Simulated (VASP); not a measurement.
**PbF2: elastic constants with PBEsol**

The system is PbF2.

```
Pb F
1.0
     0.00000    2.94934    2.94934
     2.94934    0.00000    2.94934
     2.94934    2.94934    0.00000
Pb F
1 2
Direct
  0.00000 0.00000 0.00000
  0.25000 0.25000 0.25000
  0.75000 0.75000 0.75000
```

```
Program                   : VASP 6.6.1
Task                      : elastic constants
Functional                : PBEsol
Potentials or basis       : VASP PAW PBE potentials, release 64 (Pb_d, F)
Cutoff                    : 600 eV
k mesh                    : 6 × 6 × 6
Occupations               : gaussian, width 0.01 eV
Spin                      : no spin polarisation
Dipole correction         : no
Ions in elastic constants : relaxed
Further INCAR settings    : ALGO = Normal; EDIFF = 1e-08; NBANDS = 21; IBRION = 6; POTIM = 0.015; NSW = 1; ISIF = 3
```

* Elastic constants C11, C12, C44: 112, 58, 22 GPa
* Voigt bulk modulus: 76 GPa
* Highest phonon frequency at Γ, LO-TO splitting left out: 250 cm⁻¹

Phonon frequencies in cm⁻¹ (negative: imaginary):
```csv
q point,frequencies
"(0.000, 0.000, 0.000)",0 0 0 112 112 112 250 250 250
```

Elastic tensor in Voigt notation (GPa, in the Cartesian axes of the cell as first typed):
```
112  58  58   0   0   0
 58 112  58   0   0   0
 58  58 112   0   0   0
  0   0   0  22   0   0
  0   0   0   0  22   0
  0   0   0   0   0  22
```

Clamped-ion elastic tensor (GPa):
```
112  58  58   0   0   0
 58 112  58   0   0   0
 58  58 112   0   0   0
  0   0   0  33   0   0
  0   0   0   0  33   0
  0   0   0   0   0  33
```

Wall time 7.8 min on 1 thread of AMD EPYC 9R45 96-Core Processor (Zen 5), on a shared host, peak memory 0.27 GiB.

Caveat: the PAW data sets were made with another functional, which shifts forces and pressure a little.
